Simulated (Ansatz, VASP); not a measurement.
## Ru in VASP and in Ansatz

```
Ru
1.0
    -0.13336    1.86222    1.86222
     1.86222   -0.13336    1.86222
     1.86222    1.86222   -0.13336
Ru
1
Direct
  0.00000 0.00000 0.00000
```

Change from the starting cell: equal engineering shear yz, xz and xy -0.0700, equal normal strain along x, y and z +0.0125.

Alike in both runs: task single point; functional PBE; k mesh 20 × 20 × 20; occupations gaussian, width 0.15 eV; no spin polarisation.

```csv
,VASP,Ansatz
version,VASP 6.6.1,Ansatz 0.2.0
potentials or method,"VASP PAW PBE potentials, release 64 (Ru_pv), cutoff 520 eV","scalar-relativistic, plane waves, PAW"
valence electrons in the cell,14,16
```

VASP gave:

| Item | Value |
| --- | --- |
| gap on the k mesh at the Fermi level (eV) | none |
| pressure (GPa) | -5.6 |
| traceless stress, the component that is largest in VASP (GPa) | 14.73 |

What did Ansatz give for the same quantities?

gap on the k mesh at the Fermi level (eV): none; pressure (GPa): -5.4; traceless stress, the component that is largest in VASP (GPa): 14.76.

A gap of «none» marks a metal or a gap that the smearing closes. VASP's potentials hold 14 valence electrons a cell and Ansatz's 16, so a difference there can come from the potentials and not from the codes.
